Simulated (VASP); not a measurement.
ZnS (CsCl type), 2 atoms in the cell. The structure is cubic, space group Pm-3m (No. 221). Conventional cell: a = 3.026 Å, b = 3.026 Å, c = 3.026 Å, α = 90.00°, β = 90.00°, γ = 90.00°. Zn (site symmetry m-3m) has 8 S at 2.62 Å and 6 Zn at 3.03 Å within 3.5 Å. Within 3.5 Å of S (site symmetry m-3m) lie 8 Zn at 2.62 Å and 6 S at 3.03 Å. 

| Item | Value |
| --- | --- |
| Program | VASP 6.6.1 |
| Task | relaxation of cell and atoms |
| Functional | PBE |
| Potentials or basis | VASP PAW PBE potentials, release 64 (Zn, S) |
| Cutoff | 600 eV |
| k mesh | 15 × 15 × 15 |
| Occupations | fermi-dirac, width 0.1 eV |
| Spin | no spin polarisation |
| Target pressure | 18 GPa |
| Dipole correction | no |
| Further INCAR settings | ALGO = Normal; EDIFF = 1e-06; IBRION = 2; EDIFFG = -0.005; NSW = 32; ISIF = 3 |

Potentials or basis: VASP PAW PBE potentials, release 64 (Zn, S).

Command:

```sh
$ cat potpaw_PBE.64/Zn/POTCAR potpaw_PBE.64/S/POTCAR > POTCAR
$ mpirun -np 1 vasp_std > vasp.out
```

Hardware: 1 thread of Intel(R) Xeon(R) Platinum 8488C (Sapphire Rapids), with other jobs on the host.

**Question.** Estimate the wall time of this run.

**Answer.** Run time: 31 s on 1 thread of Intel(R) Xeon(R) Platinum 8488C (Sapphire Rapids), with other jobs on the host, peak memory 0.18 GiB. Counts: scf iterations 23, k points 120, ion steps 3.
